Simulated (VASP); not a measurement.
# BAs (F-43m) in VASP: settings compared

The runs below take BAs through single point, with PBE+D3(BJ), RPBE.

All numbers are computed with VASP 6.6.1; they aren't measurements. Logs are shortened: lines on timing, memory, paths and dates and some standing lists are left out, and cuts for length are marked.

### 1 The cell of the first run

The structure is cubic, space group F-43m (No. 216). Conventional cell: a = 4.733 Å, b = 4.733 Å, c = 4.733 Å, α = 90.00°, β = 90.00°, γ = 90.00°. B (site symmetry -43m) has 4 As at 2.05 Å within 2.7 Å. Within 2.7 Å of As (site symmetry -43m) lie 4 B at 2.05 Å.

### 2 Single point, PBE+D3(BJ) (volume scaled by 0.98)

Contents of INCAR:

```
SYSTEM = BAs
PREC = Accurate ; ENCUT = 500
EDIFF = 1E-6 ; ISMEAR = 0
SIGMA = 0.05 ; LREAL = .FALSE.
LASPH = .TRUE. ; NELM = 120
ALGO = Normal ; ISIF = 2
LWAVE = .FALSE. ; LCHARG = .FALSE.
GGA = PE ; IVDW = 12
NBANDS = 11 ; GGA_COMPAT = .FALSE.
```

Contents of KPOINTS:

```
regular mesh
0
G
  8 8 8
  0 0 0
```

Contents of POSCAR:

```
BAs
1.0
    0.0000000000      2.3666255079      2.3666255079
    2.3666255079      0.0000000000      2.3666255079
    2.3666255079      2.3666255079      0.0000000000
B As
1 1
Direct
    0.0000000000      0.0000000000      0.0000000000
    0.7500000000      0.7500000000      0.7500000000
```

Potentials or basis: VASP PAW PBE potentials, release 64 (B, As).

The run is started by

```sh
$ cat potpaw_PBE.64/B/POTCAR potpaw_PBE.64/As/POTCAR > POTCAR
$ mpirun -np 1 vasp_std > vasp.out
```

OUTCAR:

```text
SYSTEM = BAs
   PREC = Accurate
   ENCUT = 500
   EDIFF = 1E-6
   ISMEAR = 0
   LREAL = .FALSE.
   LASPH = .TRUE.
   NELM = 120
   ISIF = 2
   GGA = PE
   IVDW = 12
 IVDW          = 12

 ion  position               nearest neighbor table
   1  0.000  0.000  0.000-   2 2.05   2 2.05   2 2.05   2 2.05
   2  0.750  0.750  0.750-   1 2.05   1 2.05   1 2.05   1 2.05

  LATTYP: Found a face centered cubic cell.
 ALAT       =     4.7332510158

  Lattice vectors:

 A1 = (   0.0000000000,   2.3666255079,   2.3666255079)
 A2 = (   2.3666255079,   0.0000000000,   2.3666255079)
 A3 = (   2.3666255079,   2.3666255079,   0.0000000000)

Analysis of symmetry for initial positions (statically):
=====================================================================
 Subroutine PRICEL returns:
 Original cell was already a primitive cell.

 Routine SETGRP: Setting up the symmetry group for a
 face centered cubic supercell.

 Subroutine GETGRP returns: Found 24 space group operations
 (whereof 24 operations were pure point group operations)
 out of a pool of 48 trial point group operations.

The static configuration has the point symmetry T_d .

Analysis of symmetry for dynamics (positions and initial velocities):
=====================================================================
 Subroutine PRICEL returns:
 Original cell was already a primitive cell.

 Routine SETGRP: Setting up the symmetry group for a
 face centered cubic supercell.

 Subroutine GETGRP returns: Found 24 space group operations
 (whereof 24 operations were pure point group operations)
 out of a pool of 48 trial point group operations.

The dynamic configuration has the point symmetry T_d .

 Subroutine INISYM returns: Found 24 space group operations
 (whereof 24 operations are pure point group operations),
 and found     1 'primitive' translations

----------------------------------------------------------------------------------------

                                     Primitive cell

  volume of cell :      26.5105

  direct lattice vectors                    reciprocal lattice vectors
     0.000000000  2.366625508  2.366625508    -0.211271280  0.211271280  0.211271280
     2.366625508  0.000000000  2.366625508     0.211271280 -0.211271280  0.211271280
     2.366625508  2.366625508  0.000000000     0.211271280  0.211271280 -0.211271280

  length of vectors
     3.346913890  3.346913890  3.346913890     0.365932591  0.365932591  0.365932591

  position of ions in fractional coordinates (direct lattice)
     0.000000000  0.000000000  0.000000000
     0.750000000  0.750000000  0.750000000

  ion indices of the primitive-cell ions
   primitive index   ion index
                 1           1
                 2           2

----------------------------------------------------------------------------------------

 KPOINTS: regular mesh

Automatic generation of k-mesh.
 Grid dimensions read from file:
 generate k-points for:    8    8    8

 Generating k-lattice:

  Cartesian coordinates                     Fractional coordinates (reciprocal lattice)
    -0.026408910  0.026408910  0.026408910     0.125000000  0.000000000  0.000000000
     0.026408910 -0.026408910  0.026408910     0.000000000  0.125000000  0.000000000
     0.026408910  0.026408910 -0.026408910     0.000000000  0.000000000  0.125000000

  Length of vectors
     0.045741574  0.045741574  0.045741574

  Shift w.r.t. Gamma in fractional coordinates (k-lattice)
     0.000000000  0.000000000  0.000000000

 Subroutine IBZKPT returns following result:
 ===========================================

 Found     29 irreducible k-points:

 Following reciprocal coordinates:
            Coordinates               Weight
  0.000000  0.000000  0.000000      1.000000
  0.125000  0.000000  0.000000      8.000000
  0.250000  0.000000  0.000000      8.000000
  0.375000  0.000000  0.000000      8.000000
  0.500000  0.000000  0.000000      4.000000
  0.125000  0.125000  0.000000      6.000000
[... 16 lines left out ...]
  0.500000  0.250000  0.125000     48.000000
 -0.375000  0.250000  0.125000     24.000000
 [... further k-points ...]
   k-points           NKPTS =     29   k-points in BZ     NKDIM =     29   number of bands    NBANDS=     11
   number of dos      NEDOS =    301   number of ions     NIONS =      2
   total plane-waves  NPLWV =  13824
   dimension x,y,z NGX =    24 NGY =   24 NGZ =   24
   dimension x,y,z NGXF=    48 NGYF=   48 NGZF=   48
   ions per type =               1   1
   NGX,Y,Z   is equivalent  to a cutoff of  11.92, 11.92, 11.92 a.u.
   NGXF,Y,Z  is equivalent  to a cutoff of  23.84, 23.84, 23.84 a.u.
 SYSTEM =  BAs
   PREC   = accura    normal or accurate (medium, high low for compatibility)
   ISTART =      0    job   : 0-new  1-cont  2-samecut
   ICHARG =      2    charge: 1-file 2-atom 10-const
   ISPIN  =      1    spin polarized calculation?
   LNONCOLLINEAR =      F non collinear calculations
   LSORBIT =      F    spin-orbit coupling
   LASPH  =      T    aspherical Exc in radial PAW
   ENCUT  =  500.0 eV  36.75 Ry    6.06 a.u.   6.10  6.10  6.10*2*pi/ulx,y,z
   NELM   =    120;   NELMIN=  2; NELMDL= -5     # of ELM steps
   EDIFF  = 0.1E-05   stopping-criterion for ELM
   LREAL  =      F    real-space projection
   EDIFFG = 0.1E-04   stopping-criterion for IOM
   NSW    =      0    number of steps for IOM
   IBRION =     -1    ionic relax: 0-MD 1-quasi-New 2-CG
   NFREE  =      0    steps in history (QN), initial steepest desc. (CG)
   ISIF   =      2    stress and relaxation
   ISYM   =      2    0-nonsym 1-usesym 2-fastsym
   POTIM  = 0.5000    time-step for ionic-motion
   TEBEG  =    0.0;   TEEND  =   0.0 temperature during run
   PSTRESS=    0.0 pullay stress
   NELECT =       8.0000    total number of electrons
   NUPDOWN=      -1.0000    fix difference up-down
   EMIN   =  10.00;   EMAX   =-10.00  energy-range for DOS
   EFERMI =   0.00;   METHOD = LEGACY
   ISMEAR =     0;   SIGMA  =   0.05  broadening in eV -4-tet -1-fermi 0-gaus
   EFERMI_NEDOS =   21; number of points for ismear=-14 and -15
   IALGO  =     38    algorithm
   IMIX   =      4    mixing-type and parameters
     AMIX     =   0.40;   BMIX     =  1.00
     AMIX_MAG =   1.60;   BMIX_MAG =  1.00
  volume/ion in A,a.u.               =      13.26        89.45
  Fermi-wavevector in a.u.,A,eV,Ry     =   1.098075  2.075061 16.405475  1.205768
  Thomas-Fermi vector in A             =   2.234446
   LORBIT       =      0    0 simple, 1 ext, 2 COOP (PROOUT), +10 PAW based schemes
   GGA     = PE    functional components
   LHFCALC =     F    Hartree Fock is set to
   AEXX    =    0.0000 exact exchange contribution
   IVDW    =    12    specifies the selected vdW correction
   LEPSILON=     F    determine dielectric tensor
   LRPA    =     F    only Hartree local field effects (RPA)
 non-spin polarized calculation
 Gauss-broadening in eV      SIGMA  =   0.05
  energy-cutoff  :      500.00
  volume of cell :       26.51
 maximum number of plane-waves:       692
   NGX = 13   NGY = 13   NGZ = 13

 number of electron       8.0000001 magnetization

 Free energy of the ion-electron system (eV)
  ---------------------------------------------------
  ext. energy  EPLUGINS =         0.00000000
  ---------------------------------------------------
  free energy    TOTEN  =       -11.37825044 eV

  energy without entropy =      -11.37825044  energy(sigma->0) =      -11.37825044

 E-fermi :   6.6595     XC(G=0): -10.7038

 val. band max:        6.4356632007   @ k =   0.0000   0.0000   0.0000
 cond. band min:       7.5971334162   @ k =   0.3750   0.3750   0.0000
 fundamental gap:      1.1614702155
 Fermi energy:         6.6595496624

 k-point     1 :       0.0000    0.0000    0.0000
  band No.  band energies     occupation
      1      -9.2212      2.00000
      2       6.4357      2.00000
      3       6.4357      2.00000
      4       6.4357      2.00000
      5       9.7469      0.00000
      6       9.7469      0.00000
      7       9.7469      0.00000
      8      11.4765      0.00000
      9      16.1547      0.00000
     10      19.4982      0.00000
     11      19.4982      0.00000

 k-point     2 :       0.1250    0.0000    0.0000
  band No.  band energies     occupation
      1      -8.9586      2.00000
      2       4.4433      2.00000
      3       5.9834      2.00000
      4       5.9834      2.00000
      5       9.9372      0.00000
      6      10.3406      0.00000
      7      10.3406      0.00000
      8      12.6702      0.00000
      9      17.1324      0.00000
     10      18.1212      0.00000
     11      18.1212      0.00000

 k-point     3 :       0.2500    0.0000    0.0000
  band No.  band energies     occupation
      1      -8.1926      2.00000
      2       1.4070      2.00000
      3       5.2540      2.00000
      4       5.2540      2.00000
      5       9.6477      0.00000
      6      11.1486      0.00000
      7      11.1486      0.00000
      8      14.5290      0.00000
      9      17.7363      0.00000
     10      17.7363      0.00000
     11      17.8829      0.00000

 k-point     4 :       0.3750    0.0000    0.0000
  band No.  band energies     occupation
      1      -7.0484      2.00000
      2      -1.2416      2.00000
      3       4.7429      2.00000
      4       4.7429      2.00000
      5       9.3841      0.00000
      6      11.3076      0.00000
      7      11.3076      0.00000
      8      15.3480      0.00000
      9      18.4614      0.00000
     10      19.2515      0.00000
     11      19.2515      0.00000

 k-point     5 :       0.5000    0.0000    0.0000
  band No.  band energies     occupation
      1      -6.2473      2.00000
      2      -2.5593      2.00000
      3       4.5662      2.00000
      4       4.5662      2.00000
      5       9.2913      0.00000
      6      11.2471      0.00000
      7      11.2471      0.00000
      8      15.3522      0.00000
      9      19.3571      0.00000
     10      21.2122      0.00000
     11      21.2122      0.00000
[... 211 lines left out ...]
 k-point    21 :       0.5000    0.5000    0.0000
  band No.  band energies     occupation
      1      -4.8851      2.00000
      2      -2.2519      2.00000
      3       2.2379      2.00000
      4       2.2379      2.00000
      5       7.8256      0.00000
      6       7.8506      0.00000
      7      18.0690      0.00000
      8      18.0690      0.00000
      9      19.5502      0.00000
     10      24.1639      0.00000
     11      24.4869      0.00000

 k-point    22 :       0.3750    0.2500    0.1250
  band No.  band energies     occupation
      1      -7.5220      2.00000
      2       1.1762      2.00000
      3       2.6097      2.00000
      4       4.3613      2.00000
      5       9.6925      0.00000
      6      11.8233      0.00000
      7      12.4090      0.00000
      8      13.7670      0.00000
      9      17.3219      0.00000
     10      19.9479      0.00000
     11      20.9134      0.00000

 k-point    23 :       0.5000    0.2500    0.1250
  band No.  band energies     occupation
      1      -6.4157      2.00000
      2      -0.8561      2.00000
      3       1.8866      2.00000
      4       3.6186      2.00000
      5      10.3294      0.00000
      6      11.5933      0.00000
      7      13.0702      0.00000
      8      14.6541      0.00000
      9      18.0019      0.00000
     10      19.9793      0.00000
     11      22.1949      0.00000

 k-point    24 :      -0.3750    0.2500    0.1250
  band No.  band energies     occupation
      1      -5.6553      2.00000
      2      -2.0331      2.00000
      3       1.7703      2.00000
      4       3.2689      2.00000
      5      10.4481      0.00000
      6      11.2757      0.00000
      7      14.0466      0.00000
      8      15.6296      0.00000
      9      16.9138      0.00000
     10      20.8052      0.00000
     11      21.8829      0.00000

 [... further k-points ...]

------------------------ aborting loop because EDIFF is reached ----------------------------------------

 Edisp (eV)   -0.67826

 E8    (eV) :    -0.2695

  FORCE on cell =-STRESS in cart. coord.  units (eV):
  Direction    XX          YY          ZZ          XY          YZ          ZX
  --------------------------------------------------------------------------------------
  -------------------------------------------------------------------------------------
  Total       0.59406     0.59406     0.59406    -0.00000    -0.00000     0.00000
  in kB      35.90210    35.90210    35.90210    -0.00000    -0.00000     0.00000
  external pressure =       35.90 kB  Pullay stress =        0.00 kB

 VOLUME and BASIS-vectors are now :
 -----------------------------------------------------------------------------
  energy-cutoff  :      500.00
  volume of cell :       26.51
      direct lattice vectors                 reciprocal lattice vectors
     0.000000000  2.366625508  2.366625508    -0.211271280  0.211271280  0.211271280
     2.366625508  0.000000000  2.366625508     0.211271280 -0.211271280  0.211271280
     2.366625508  2.366625508  0.000000000     0.211271280  0.211271280 -0.211271280

 POSITION                                       TOTAL-FORCE (eV/Angst)
 -----------------------------------------------------------------------------------
      0.00000      0.00000      0.00000         0.000000     -0.000000     -0.000000
      3.54994      3.54994      3.54994        -0.000000      0.000000      0.000000
 -----------------------------------------------------------------------------------
    total drift:                               -0.000000     -0.000000     -0.000000

  FREE ENERGIE OF THE ION-ELECTRON SYSTEM (eV)
  ---------------------------------------------------
  free  energy   TOTEN  =       -12.0565129406 eV

  energy  without entropy=      -12.0565129406  energy(sigma->0) =      -12.05651294
```

It took 12 s on 1 thread of Intel Xeon 8259CL, shared host; peak memory 0.15 GiB.

Results:

```
Free energy                : -12.0565 eV
Pressure                   : 3.6 GPa
Band gap on the k mesh     : 1.16 eV, indirect (least direct gap 3.31 eV)
Dispersion energy per atom : -0.339 eV
```

 A k mesh can miss the band edges.

(Part 1 of 2 ends here.)
